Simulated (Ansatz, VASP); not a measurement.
# One calculation of CsH3, two programs

```xyz
4
Lattice="-2.1057 2.1057 4.1590 2.1057 -2.1057 4.1590 2.1057 2.1057 -4.1590" Properties=species:S:1:pos:R:3 pbc="T T T"
Cs    0.0000    0.0000    4.1590
H     0.0000    0.0000    7.2748
H     0.0000    0.0000    1.0431
H     0.0000    0.0000    0.0000
```

Alike in both runs: functional PBE; k mesh 10 × 10 × 10; occupations gaussian, width 0.02 eV; no spin polarisation.

Ansatz relaxed the structure, and its values are those at the end. VASP's run is a single point on that final structure, the one shown.

```csv
,VASP,Ansatz
version,VASP 6.6.1,Ansatz 0.2.0
potentials or method,"VASP PAW PBE potentials, release 64 (Cs_sv, H), cutoff 520 eV","scalar-relativistic, plane waves, PAW"
valence electrons in the cell,12,12
```

|  | VASP | Ansatz | Ansatz less VASP |
| --- | --- | --- | --- |
| gap on the k mesh at the Fermi level (eV) | 2.31 | 2.33 | +0.024 |
| least direct gap on the mesh (eV) | 2.31 | 2.33 | +0.024 |
| pressure (GPa) | 0.0 | 0.0 | +0.02 |
| rms of the force components (eV/Å) | 0.004 | 0.001 | -0.0022 |

With one functional, cell and mesh, what is left measures potentials, basis and numerics.

Spin-orbit coupling is off throughout.
